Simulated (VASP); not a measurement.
# YS (I4/mmm) in VASP: a series of runs

YS is run at these levels: LDA; tasks: electric field gradients.

Everything below comes from runs of VASP 6.6.1. Logs are shortened: lines on timing, memory, paths and dates and some standing lists are left out, and cuts for length are marked.

## 1. The cell of the first run

The structure is tetragonal, space group I4/mmm (No. 139). The conventional cell has a = 3.880 Å, b = 3.880 Å, c = 5.432 Å, α = 90.00°, β = 90.00°, γ = 90.00°. Y (site symmetry 4/mmm) has 6 S at 2.72 to 2.74 Å within 3.6 Å. S (site symmetry 4/mmm) has 6 Y at 2.72 to 2.74 Å within 3.6 Å.

## 2. Electric field gradients, LDA (zz strain of -1 %)

The input, INCAR:

```
SYSTEM = YS
ALGO = Normal ; EDIFF = 1E-8
ENCUT = 520 ; ISIF = 2
ISMEAR = -1 ; LASPH = .TRUE.
LCHARG = .FALSE. ; LEFG = .TRUE.
LREAL = .FALSE. ; LWAVE = .FALSE.
NBANDS = 16 ; NELM = 100
PREC = Accurate ; SIGMA = 0.01
```

The input, KPOINTS:

```
k-points
0
G
  8 8 8
  0 0 0
```

The input, POSCAR:

```
YS
1.0
    0.0000000000      2.7436500000      2.7162135000
    2.7436500000      0.0000000000      2.7162135000
    2.7436500000      2.7436500000      0.0000000000
Y S
1 1
Direct
    0.5000000000      0.5000000000      0.5000000000
    0.0000000000      0.0000000000      0.0000000000
```

Potentials or basis: VASP PAW LDA potentials, release 64 (Y_sv, S).

Launch:

```
> cat potpaw_LDA.64/Y_sv/POTCAR potpaw_LDA.64/S/POTCAR > POTCAR
> mpirun -np 1 vasp_std > vasp.out
```

OUTCAR:

```text
SYSTEM = YS
   EDIFF = 1E-8
   ENCUT = 520
   ISIF = 2
   ISMEAR = -1
   LASPH = .TRUE.
   LREAL = .FALSE.
   NELM = 100
   PREC = Accurate

 ion  position               nearest neighbor table
   1  0.500  0.500  0.500-   2 2.72   2 2.72   2 2.74   2 2.74   2 2.74   2 2.74
   2  0.000  0.000  0.000-   1 2.72   1 2.72   1 2.74   1 2.74   1 2.74   1 2.74

  LATTYP: Found a body centered tetragonal cell.
 ALAT       =     3.8801070404
 C/A-ratio  =     1.4000714267

  Lattice vectors:

 A1 = (   0.0000000000,  -2.7436500000,  -2.7162135000)
 A2 = (   0.0000000000,   2.7436500000,  -2.7162135000)
 A3 = (   2.7436500000,   0.0000000000,   2.7162135000)

Analysis of symmetry for initial positions (statically):
=====================================================================
 Subroutine PRICEL returns:
 Original cell was already a primitive cell.

 Routine SETGRP: Setting up the symmetry group for a
 body centered tetragonal supercell.

 Subroutine GETGRP returns: Found 16 space group operations
 (whereof 16 operations were pure point group operations)
 out of a pool of 16 trial point group operations.

The static configuration has the point symmetry D_4h.

Analysis of symmetry for dynamics (positions and initial velocities):
=====================================================================
 Subroutine PRICEL returns:
 Original cell was already a primitive cell.

 Routine SETGRP: Setting up the symmetry group for a
 body centered tetragonal supercell.

 Subroutine GETGRP returns: Found 16 space group operations
 (whereof 16 operations were pure point group operations)
 out of a pool of 16 trial point group operations.

The dynamic configuration has the point symmetry D_4h.

 Subroutine INISYM returns: Found 16 space group operations
 (whereof 16 operations are pure point group operations),
 and found     1 'primitive' translations

----------------------------------------------------------------------------------------

                                     Primitive cell

  volume of cell :      40.8932

  direct lattice vectors                    reciprocal lattice vectors
     0.000000000  2.743650000  2.716213500    -0.182238988  0.182238988  0.184079786
     2.743650000  0.000000000  2.716213500     0.182238988 -0.182238988  0.184079786
     2.743650000  2.743650000  0.000000000     0.182238988  0.182238988 -0.184079786

[... 117 lines left out ...]
 maximum number of plane-waves:      1115
 NGX is ok and might be reduce to    30
   NGX = 15   NGY = 15   NGZ = 15

 number of electron      17.0000000 magnetization

 Free energy of the ion-electron system (eV)
  ---------------------------------------------------
  ext. energy  EPLUGINS =         0.00000000
  ---------------------------------------------------
  free energy    TOTEN  =       -16.02278470 eV

  energy without entropy =      -16.02214634  energy(sigma->0) =      -16.02246552

 E-fermi :   6.7302     XC(G=0): -10.8308

 val. band max:        6.6918551551   @ k =   0.1250   0.0000   0.0000
 cond. band min:       6.7357731747   @ k =   0.3750   0.1250   0.0000
 fundamental gap:      0.0439180196
 Fermi energy:         6.7301695704

 k-point     1 :       0.0000    0.0000    0.0000
  band No.  band energies     occupation
      1     -36.3288      2.00000
      2     -16.3903      2.00000
      3     -16.3892      2.00000
      4     -16.3892      2.00000
      5      -8.2944      2.00000
      6       3.3889      2.00000
[... 433 lines left out ...]
      3     -16.4397      2.00000
      4     -16.4384      2.00000
      5      -7.3324      2.00000
      6       0.4137      2.00000
[... 8 lines left out ...]
     15      14.3869      0.00000
     16      14.7399      0.00000

 [... further k-points ...]
[... 5 lines left out ...]
  --------------------------------------------------------------------------------------
  -------------------------------------------------------------------------------------
  Total       -0.9121582     -0.9121582     -0.2989084      0.0000000      0.0000000      0.0000000
  in kB      -35.7379350    -35.7379350    -11.7110933      0.0000000      0.0000000      0.0000000
  external PRESSURE =     -27.7289878 kB  Pullay stress =       0.0000000 kB

 VOLUME and BASIS-vectors are now :
 -----------------------------------------------------------------------------
  energy-cutoff  :      520.00
  volume of cell :       40.89
      direct lattice vectors                 reciprocal lattice vectors
     0.000000000  2.743650000  2.716213500    -0.182238988  0.182238988  0.184079786
     2.743650000  0.000000000  2.716213500     0.182238988 -0.182238988  0.184079786
     2.743650000  2.743650000  0.000000000     0.182238988  0.182238988 -0.184079786

 POSITION                                       TOTAL-FORCE (eV/Angst)
 -----------------------------------------------------------------------------------
      2.74365      2.74365      2.71621         0.000000      0.000000      0.000000
      0.00000      0.00000      0.00000         0.000000      0.000000     -0.000000
 -----------------------------------------------------------------------------------
    total drift:                                0.000000     -0.000000      0.000000

  FREE ENERGIE OF THE ION-ELECTRON SYSTEM (eV)
  ---------------------------------------------------
  free  energy   TOTEN  =       -16.0227847020 eV

  energy  without entropy=      -16.0221463406  energy(sigma->0) =      -16.02246552

 Electric field gradients (V/A^2)
---------------------------------------------------------------------
 ion       V_xx      V_yy      V_zz      V_xy      V_xz      V_yz
---------------------------------------------------------------------
   1       5.434     5.434   -10.868    -0.000    -0.000    -0.000
   2       2.336     2.336    -4.672    -0.000    -0.000    -0.000
---------------------------------------------------------------------

 Electric field gradients after diagonalization (V/A^2)
 (convention: |V_zz| > |V_xx| > |V_yy|)
----------------------------------------------------------------------
 ion       V_xx      V_yy      V_zz     asymmetry (V_yy - V_xx)/ V_zz
----------------------------------------------------------------------
   1       5.434     5.434   -10.868       0.000
   2       2.336     2.336    -4.672       0.000
----------------------------------------------------------------------

           NMR quadrupolar parameters

 Cq : quadrupolar parameter    Cq=e*Q*V_zz/h
 eta: asymmetry parameters     (V_yy - V_xx)/ V_zz
 Q  : nuclear electric quadrupole moment in mb (millibarn)
----------------------------------------------------------------------
 ion       Cq(MHz)       eta       Q (mb)
----------------------------------------------------------------------
   1      -0.026       0.000       1.000
   2      -0.011       0.000       1.000
----------------------------------------------------------------------
```

OSZICAR:

```text
N       E                     dE             d eps       ncg     rms          rms(c)
DAV:   1     0.568945639552E+02    0.56895E+02   -0.77722E+03  1888   0.957E+02
DAV:   2    -0.130456205230E+02   -0.69940E+02   -0.65988E+02  2504   0.213E+02
DAV:   3    -0.167389940067E+02   -0.36934E+01   -0.36697E+01  2952   0.364E+01
DAV:   4    -0.168279740377E+02   -0.88980E-01   -0.88955E-01  2296   0.526E+00
DAV:   5    -0.168300753429E+02   -0.21013E-02   -0.21012E-02  2648   0.654E-01    0.275E+01
DAV:   6    -0.160939958610E+02    0.73608E+00   -0.99942E-01  2264   0.635E+00    0.202E+01
DAV:   7    -0.160352688950E+02    0.58727E-01   -0.38912E-01  2800   0.389E+00    0.631E+00
DAV:   8    -0.160236079867E+02    0.11661E-01   -0.81020E-02  2248   0.176E+00    0.526E-01
DAV:   9    -0.160228909802E+02    0.71701E-03   -0.59103E-03  2192   0.504E-01    0.219E-01
DAV:  10    -0.160227970631E+02    0.93917E-04   -0.29685E-04  2440   0.143E-01    0.148E-01
DAV:  11    -0.160227906778E+02    0.63852E-05   -0.16918E-04  2368   0.875E-02    0.108E-01
DAV:  12    -0.160227847919E+02    0.58859E-05   -0.29991E-05  2304   0.406E-02    0.320E-02
DAV:  13    -0.160227849410E+02   -0.14908E-06   -0.16748E-06  2344   0.951E-03    0.132E-02
DAV:  14    -0.160227847038E+02    0.23719E-06   -0.72821E-07  2416   0.614E-03    0.536E-03
DAV:  15    -0.160227847020E+02    0.18238E-08   -0.54578E-08  2240   0.174E-03
   1 F= -.16022785E+02 E0= -.16022466E+02  d E =-.638361E-03
```

stdout:

```text
POSCAR found type information on POSCAR Y S
 POSCAR found :  2 types and       2 ions
 scaLAPACK will be used
 LDA part: xc-table for (Slater(with rela. corr.)+CA(PZ))
 , standard interpolation
 POSCAR, INCAR and KPOINTS ok, starting setup
 FFT: planning ... GRIDC
 FFT: planning ... GRID_SOFT
 FFT: planning ... GRID
 WAVECAR not read
 entering main loop
ion   1

ion   2
```

It took 62 s on 1 thread of Intel Xeon Platinum 8259CL at 2.50GHz (Skylake/Cascade Lake), shared host; peak memory 0.19 GiB.

What came out:

| Property | Result |
| --- | --- |
| Free energy | -16.0228 eV |
| Pressure | -2.8 GPa |
| Band gap on the k mesh | zero (an odd number of electrons rules out a gap without spin polarisation) |
| Largest electric field gradient by atom | Y -10.9; S -4.7 V/Å² |

Levels at points of the mesh, in eV from the Fermi level:
```csv
k point,band 7,band 8,band 9,band 10,band 11,band 12
"(0.00, 0.00, 0.00)",-3.34,-3.31,-0.24,-0.24,-0.14,0.62
"(0.50, 0.00, 0.00)",-5.24,-5.24,2.10,2.73,2.79,2.83
"(0.50, 0.50, 0.00)",-4.06,-4.06,-2.38,1.94,3.21,3.85
"(0.50, 0.00, 0.50)",-4.03,-4.01,-2.37,1.90,3.24,3.82
```

Electric field gradients, principal values (V/Å²):
```
atom  least  middle  greatest (by size)
 1 Y  5.434   5.434             -10.868
 2 S  2.336   2.336              -4.672
```

Caveat: the cell differs from its parent crystal (zz strain of -1 %); without QUAD_EFG the Cq values of the log hold for a quadrupole moment of 1 mb, not for the nuclei.

## 3. Electric field gradients, LDA (equal xx and yy strain of -1 %)

The input, INCAR:

```
ALGO = Normal
EDIFF = 1E-8
ENCUT = 520
GGA = CA
ISIF = 2
ISMEAR = -1
LASPH = T
LCHARG = F
LEFG = T
LREAL = F
LWAVE = F
NBANDS = 16
NELM = 60
PREC = Accurate
SIGMA = 0.01
```

The input, KPOINTS:

```
k-points
0
Gamma
  8 8 8
```

The input, POSCAR:

```
YS
1.0
    0.0000000000      2.7162135000      2.7436500000
    2.7162135000      0.0000000000      2.7436500000
    2.7162135000      2.7162135000      0.0000000000
Y S
1 1
Direct
    0.5000000000      0.5000000000      0.5000000000
    0.0000000000      0.0000000000      0.0000000000
```

Potentials or basis: VASP PAW LDA potentials, release 64 (Y_sv, S).

Launch:

```
> cat potpaw_LDA.64/Y_sv/POTCAR potpaw_LDA.64/S/POTCAR > POTCAR
> mpirun -np 1 vasp_std > vasp.out
```

OUTCAR:

```text
EDIFF = 1E-8
   ENCUT = 520
   GGA = CA
   ISIF = 2
   ISMEAR = -1
   LASPH = T
   LREAL = F
   NELM = 60
   PREC = Accurate

 ion  position               nearest neighbor table
   1  0.500  0.500  0.500-   2 2.72   2 2.72   2 2.72   2 2.72   2 2.74   2 2.74
   2  0.000  0.000  0.000-   1 2.72   1 2.72   1 2.72   1 2.72   1 2.74   1 2.74

  LATTYP: Found a body centered tetragonal cell.
 ALAT       =     3.8413059700
 C/A-ratio  =     1.4284985479

  Lattice vectors:
[... 669 lines left out ...]

  FREE ENERGIE OF THE ION-ELECTRON SYSTEM (eV)
  ---------------------------------------------------
  free  energy   TOTEN  =       -16.0286187011 eV

  energy  without entropy=      -16.0279919109  energy(sigma->0) =      -16.02830531

 Electric field gradients (V/A^2)
---------------------------------------------------------------------
 ion       V_xx      V_yy      V_zz      V_xy      V_xz      V_yz
---------------------------------------------------------------------
   1      -5.563    -5.563    11.126    -0.000    -0.000    -0.000
   2      -2.347    -2.347     4.694    -0.000    -0.000    -0.000
---------------------------------------------------------------------

 Electric field gradients after diagonalization (V/A^2)
 (convention: |V_zz| > |V_xx| > |V_yy|)
----------------------------------------------------------------------
 ion       V_xx      V_yy      V_zz     asymmetry (V_yy - V_xx)/ V_zz
----------------------------------------------------------------------
   1      -5.563    -5.563    11.126       0.000
   2      -2.347    -2.347     4.694       0.000
----------------------------------------------------------------------

           NMR quadrupolar parameters

 Cq : quadrupolar parameter    Cq=e*Q*V_zz/h
 eta: asymmetry parameters     (V_yy - V_xx)/ V_zz
 Q  : nuclear electric quadrupole moment in mb (millibarn)
----------------------------------------------------------------------
 ion       Cq(MHz)       eta       Q (mb)
----------------------------------------------------------------------
   1       0.027       0.000       1.000
   2       0.011       0.000       1.000
----------------------------------------------------------------------
```

It took 76 s on 1 thread of Intel Xeon Platinum 8259CL at 2.50GHz (Skylake/Cascade Lake), shared host; peak memory 0.19 GiB.

What came out:

```yaml
Free_energy: -16.0286 eV
Pressure: -1.8 GPa
Band_gap_on_the_k_mesh: zero (an odd number of electrons rules out a gap without spin polarisation)
Largest_electric_field_gradient_by_atom: Y +11.1; S +4.7 V/Å²
```

Levels at points of the mesh, in eV from the Fermi level:
| k point | band 6 | band 7 | band 8 | band 9 | band 10 | band 11 | band 12 | band 13 |
| --- | --- | --- | --- | --- | --- | --- | --- | --- |
| (0.00, 0.00, 0.00) | -3.35 | -3.31 | -3.31 | -0.27 | -0.18 | -0.18 | 0.61 | 0.68 |
| (0.50, 0.00, 0.00) | -7.15 | -5.26 | -5.26 | 2.13 | 2.78 | 2.83 | 2.87 | 6.00 |
| (0.50, 0.50, 0.00) | -5.49 | -4.00 | -4.00 | -2.40 | 1.91 | 3.31 | 3.91 | 3.91 |
| (0.50, 0.00, 0.50) | -5.42 | -4.05 | -4.03 | -2.41 | 1.94 | 3.29 | 3.86 | 3.95 |

Electric field gradients, principal values (V/Å²):
```
atom   least  middle  greatest (by size)
 1 Y  -5.563  -5.563              11.126
 2 S  -2.347  -2.347               4.694
```

Caveat: the cell differs from its parent crystal (equal xx and yy strain of -1 %); without QUAD_EFG the Cq values of the log hold for a quadrupole moment of 1 mb, not for the nuclei.

(Part 1 of 2 ends here.)

The gap in the log of VASP goes by the Fermi energy; the results here count the filled bands.